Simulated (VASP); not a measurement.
# TiSi2 (P4mm) in VASP: further runs, part 2 of 2

VASP 6.6.1. The steps go on from the part before.

### 5 Single point, PBE

This run uses another cell than the first one: it holds 3 atoms, not 6.

The input, INCAR:

```
SYSTEM = TiSi2
PREC = Accurate
ENCUT = 520
EDIFF = 1E-6
ISMEAR = 0
SIGMA = 0.1
LREAL = .False.
LASPH = .True.
NELM = 100
ALGO = Normal
ISIF = 2
LWAVE = .False.
LCHARG = .False.
GGA = PE
NBANDS = 17
```

The input, KPOINTS:

```
Automatic mesh
0
Gamma
  14 14 10
  0 0 0
```

The input, POSCAR:

```
TiSi2
1.0
    3.2025350234      0.0000000000      0.0000000000
    0.0000000000      3.2025350234      0.0000000000
    0.0000000000      0.0000000000      5.1746802694
Ti Si
1 2
Direct
    0.5000000000      0.5000000000      0.2873728736
    0.5000000000      0.5000000000      0.7917788366
    0.0000000000      0.0000000000      0.0250582198
```

Potentials or basis: VASP PAW PBE potentials, release 64 (Ti_sv, Si).

The run is started by

```bash
> cat potpaw_PBE.64/Ti_sv/POTCAR potpaw_PBE.64/Si/POTCAR > POTCAR
> mpirun -np 1 vasp_std > vasp.out
```

OUTCAR:

```text
SYSTEM = TiSi2
   PREC = Accurate
   ENCUT = 520
   EDIFF = 1E-6
   ISMEAR = 0
   LREAL = .False.
   LASPH = .True.
   NELM = 100
   ISIF = 2
   GGA = PE

 ion  position               nearest neighbor table
   1  0.500  0.500  0.287-   2 2.56   2 2.61   3 2.64   3 2.64   3 2.64   3 2.64
   2  0.500  0.500  0.792-   1 2.56   3 2.57   3 2.57   3 2.57   3 2.57   1 2.61
   3  0.000  0.000  0.025-   2 2.57   2 2.57   2 2.57   2 2.57   1 2.64   1 2.64   1 2.64   1 2.64

  LATTYP: Found a simple tetragonal cell.
 ALAT       =     3.2025350234
 C/A-ratio  =     1.6158075498

  Lattice vectors:

 A1 = (   3.2025350234,   0.0000000000,   0.0000000000)
 A2 = (   0.0000000000,   3.2025350234,   0.0000000000)
 A3 = (   0.0000000000,   0.0000000000,   5.1746802694)

Analysis of symmetry for initial positions (statically):
=====================================================================
 Subroutine PRICEL returns:
 Original cell was already a primitive cell.

 Routine SETGRP: Setting up the symmetry group for a
 simple tetragonal supercell.

 Subroutine GETGRP returns: Found  8 space group operations
 (whereof  8 operations were pure point group operations)
 out of a pool of 16 trial point group operations.

The static configuration has the point symmetry C_4v.

Analysis of symmetry for dynamics (positions and initial velocities):
=====================================================================
 Subroutine PRICEL returns:
 Original cell was already a primitive cell.

 Routine SETGRP: Setting up the symmetry group for a
 simple tetragonal supercell.

 Subroutine GETGRP returns: Found  8 space group operations
 (whereof  8 operations were pure point group operations)
 out of a pool of 16 trial point group operations.

The dynamic configuration has the point symmetry C_4v.

 Subroutine INISYM returns: Found  8 space group operations
 (whereof  8 operations are pure point group operations),
 and found     1 'primitive' translations

----------------------------------------------------------------------------------------

                                     Primitive cell

  volume of cell :      53.0727

  direct lattice vectors                    reciprocal lattice vectors
     3.202535023  0.000000000  0.000000000     0.312252635  0.000000000  0.000000000
     0.000000000  3.202535023  0.000000000     0.000000000  0.312252635  0.000000000
     0.000000000  0.000000000  5.174680269     0.000000000  0.000000000  0.193248655

  length of vectors
     3.202535023  3.202535023  5.174680269     0.312252635  0.312252635  0.193248655

  position of ions in fractional coordinates (direct lattice)
     0.500000000  0.500000000  0.287372874
     0.500000000  0.500000000  0.791778837
     0.000000000  0.000000000  0.025058220

  ion indices of the primitive-cell ions
   primitive index   ion index
                 1           1
                 2           2
                 3           3

----------------------------------------------------------------------------------------

 KPOINTS: Automatic mesh

Automatic generation of k-mesh.
 Grid dimensions read from file:
 generate k-points for:   14   14   10

 Generating k-lattice:

  Cartesian coordinates                     Fractional coordinates (reciprocal lattice)
     0.022303760  0.000000000  0.000000000     0.071428571  0.000000000  0.000000000
     0.000000000  0.022303760  0.000000000     0.000000000  0.071428571  0.000000000
     0.000000000  0.000000000  0.019324865     0.000000000  0.000000000  0.100000000

  Length of vectors
     0.022303760  0.022303760  0.019324865

  Shift w.r.t. Gamma in fractional coordinates (k-lattice)
     0.000000000  0.000000000  0.000000000

 Subroutine IBZKPT returns following result:
 ===========================================

 Found    216 irreducible k-points:

 Following reciprocal coordinates:
            Coordinates               Weight
  0.000000  0.000000  0.000000      1.000000
  0.071429  0.000000  0.000000      4.000000
  0.142857  0.000000  0.000000      4.000000
  0.214286  0.000000  0.000000      4.000000
  0.285714  0.000000  0.000000      4.000000
  0.357143  0.000000  0.000000      4.000000
[... 16 lines left out ...]
  0.285714  0.214286  0.000000      8.000000
  0.357143  0.214286  0.000000      8.000000
 [... further k-points ...]
   k-points           NKPTS =    216   k-points in BZ     NKDIM =    216   number of bands    NBANDS=     17
   number of dos      NEDOS =    301   number of ions     NIONS =      3
   total plane-waves  NPLWV =  23040
   dimension x,y,z NGX =    24 NGY =   24 NGZ =   40
   dimension x,y,z NGXF=    48 NGYF=   48 NGZF=   80
   ions per type =               1   2
   NGX,Y,Z   is equivalent  to a cutoff of  12.46, 12.46, 12.85 a.u.
   NGXF,Y,Z  is equivalent  to a cutoff of  24.92, 24.92, 25.70 a.u.
 SYSTEM =  TiSi2
   PREC   = accura    normal or accurate (medium, high low for compatibility)
   ISTART =      0    job   : 0-new  1-cont  2-samecut
   ICHARG =      2    charge: 1-file 2-atom 10-const
   ISPIN  =      1    spin polarized calculation?
   LNONCOLLINEAR =      F non collinear calculations
   LSORBIT =      F    spin-orbit coupling
   LASPH  =      T    aspherical Exc in radial PAW
   ENCUT  =  520.0 eV  38.22 Ry    6.18 a.u.   5.95  5.95  9.62*2*pi/ulx,y,z
   NELM   =    100;   NELMIN=  2; NELMDL= -5     # of ELM steps
   EDIFF  = 0.1E-05   stopping-criterion for ELM
   LREAL  =      F    real-space projection
   EDIFFG = 0.1E-04   stopping-criterion for IOM
   NSW    =      0    number of steps for IOM
   IBRION =     -1    ionic relax: 0-MD 1-quasi-New 2-CG
   NFREE  =      0    steps in history (QN), initial steepest desc. (CG)
   ISIF   =      2    stress and relaxation
   ISYM   =      2    0-nonsym 1-usesym 2-fastsym
   POTIM  = 0.5000    time-step for ionic-motion
   TEBEG  =    0.0;   TEEND  =   0.0 temperature during run
   PSTRESS=    0.0 pullay stress
   NELECT =      20.0000    total number of electrons
   NUPDOWN=      -1.0000    fix difference up-down
   EMIN   =  10.00;   EMAX   =-10.00  energy-range for DOS
   EFERMI =   0.00;   METHOD = LEGACY
   ISMEAR =     0;   SIGMA  =   0.10  broadening in eV -4-tet -1-fermi 0-gaus
   EFERMI_NEDOS =   21; number of points for ismear=-14 and -15
   IALGO  =     38    algorithm
   IMIX   =      4    mixing-type and parameters
     AMIX     =   0.40;   BMIX     =  1.00
     AMIX_MAG =   1.60;   BMIX_MAG =  1.00
  volume/ion in A,a.u.               =      17.69       119.38
  Fermi-wavevector in a.u.,A,eV,Ry     =   1.182482  2.234566 19.024520  1.398263
  Thomas-Fermi vector in A             =   2.318735
   LORBIT       =      0    0 simple, 1 ext, 2 COOP (PROOUT), +10 PAW based schemes
   GGA     = PE    functional components
   LHFCALC =     F    Hartree Fock is set to
   AEXX    =    0.0000 exact exchange contribution
   IVDW    =     0    specifies the selected vdW correction
   LEPSILON=     F    determine dielectric tensor
   LRPA    =     F    only Hartree local field effects (RPA)
 non-spin polarized calculation
 Gauss-broadening in eV      SIGMA  =   0.10
  energy-cutoff  :      520.00
  volume of cell :       53.07
 maximum number of plane-waves:      1456
 NGX is ok and might be reduce to    24

 number of electron      20.0000001 magnetization

 Free energy of the ion-electron system (eV)
  ---------------------------------------------------
  ext. energy  EPLUGINS =         0.00000000
  ---------------------------------------------------
  free energy    TOTEN  =       -18.13674893 eV

  energy without entropy =      -18.12227403  energy(sigma->0) =      -18.12951148

 E-fermi :   7.4870     XC(G=0): -10.5001

 val. band max:        7.4857096915   @ k =   0.2143   0.1429   0.2000
 cond. band min:       7.4896685519   @ k =   0.1429   0.1429   0.2000
 fundamental gap:      0.0039588604
 Fermi energy:         7.4870307604

 k-point     1 :       0.0000    0.0000    0.0000
  band No.  band energies     occupation
      1     -49.4126      2.00000
      2     -25.7338      2.00000
      3     -25.6000      2.00000
      4     -25.6000      2.00000
      5      -4.5785      2.00000
      6       1.7060      2.00000
[... 457 lines left out ...]
      4     -25.6452      2.00000
      5      -2.2223      2.00000
      6       1.2563      2.00000
[... 9 lines left out ...]
     16      12.1766      0.00000
     17      13.2939      0.00000

 [... further k-points ...]

------------------------ aborting loop because EDIFF is reached ----------------------------------------

  FORCE on cell =-STRESS in cart. coord.  units (eV):
  Direction    XX          YY          ZZ          XY          YZ          ZX
  --------------------------------------------------------------------------------------
  -------------------------------------------------------------------------------------
  Total       -0.0173661     -0.0173661     -0.0149826      0.0000000      0.0000000      0.0000000
  in kB       -0.5242531     -0.5242531     -0.4522999      0.0000000      0.0000000      0.0000000
  external PRESSURE =      -0.5002687 kB  Pullay stress =       0.0000000 kB

 VOLUME and BASIS-vectors are now :
 -----------------------------------------------------------------------------
  energy-cutoff  :      520.00
  volume of cell :       53.07
      direct lattice vectors                 reciprocal lattice vectors
     3.202535023  0.000000000  0.000000000     0.312252635  0.000000000  0.000000000
     0.000000000  3.202535023  0.000000000     0.000000000  0.312252635  0.000000000
     0.000000000  0.000000000  5.174680269     0.000000000  0.000000000  0.193248655

 POSITION                                       TOTAL-FORCE (eV/Angst)
 -----------------------------------------------------------------------------------
      1.60127      1.60127      1.48706         0.000000     -0.000000      0.007151
      1.60127      1.60127      4.09720         0.000000      0.000000     -0.002120
      0.00000      0.00000      0.12967         0.000000     -0.000000     -0.005031
 -----------------------------------------------------------------------------------
    total drift:                                0.000000     -0.000000      0.000135

  FREE ENERGIE OF THE ION-ELECTRON SYSTEM (eV)
  ---------------------------------------------------
  free  energy   TOTEN  =       -18.1367489318 eV

  energy  without entropy=      -18.1222740319  energy(sigma->0) =      -18.12951148
```

stdout:

```text
POSCAR found type information on POSCAR TiSi
 POSCAR found :  2 types and       3 ions
 scaLAPACK will be used
 LDA part: xc-table for (Slater+PW92), standard interpolation
 POSCAR, INCAR and KPOINTS ok, starting setup
 FFT: planning ... GRIDC
 FFT: planning ... GRID_SOFT
 FFT: planning ... GRID
 WAVECAR not read
 entering main loop
```

Run time: 2.2 min. Hardware: 1 thread of Intel Xeon Platinum 8488C (Sapphire Rapids), shared host; peak memory 0.3 GiB.

Results:

```yaml
Free_energy: -18.1367 eV
Pressure: -0.1 GPa
Largest_force: 0.007 eV/Å
Band_gap_on_the_k_mesh: zero (band 10 reaches 7.78 eV, above the bottom of band 11 at 6.83 eV)
```

Forces on the atoms (eV/Å):
```
Ti   0.000  0.000  0.007
Si   0.000  0.000 -0.002
Si   0.000  0.000 -0.005
```

### 6 Summary

```csv
spin,cell,k mesh,gap on the mesh (eV),pressure (GPa),largest force (eV/Å)
off,"a = 4.560, b = 4.560, c = 5.135 Å, 6 atoms",4 × 4 × 4,none,0.0,0.02
off,"a = 4.244, b = 4.244, c = 6.007 Å, 6 atoms",4 × 4 × 4,none,36.4,4.27
"collinear, ferromagnetic start","a = 3.225, b = 3.225, c = 5.135 Å, 3 atoms",6 × 6 × 4,none,-0.1,0.20
off,"a = 3.203, b = 3.203, c = 5.175 Å, 3 atoms",14 × 14 × 10,none,-0.1,0.01
```

Alike in all rows: task single point; level PBE; potentials or basis VASP PAW PBE potentials, release 64 (Ti_sv, Si); cutoff (eV) 520; smearing gaussian 0.1 eV.

Caveats: some runs use coarse meshes; forces of over 1 eV/Å act on the atoms, so gaps and moduli don't describe the material at rest (some runs).

Total energies depend on the potentials used, so only differences within one code and one set of settings carry meaning.
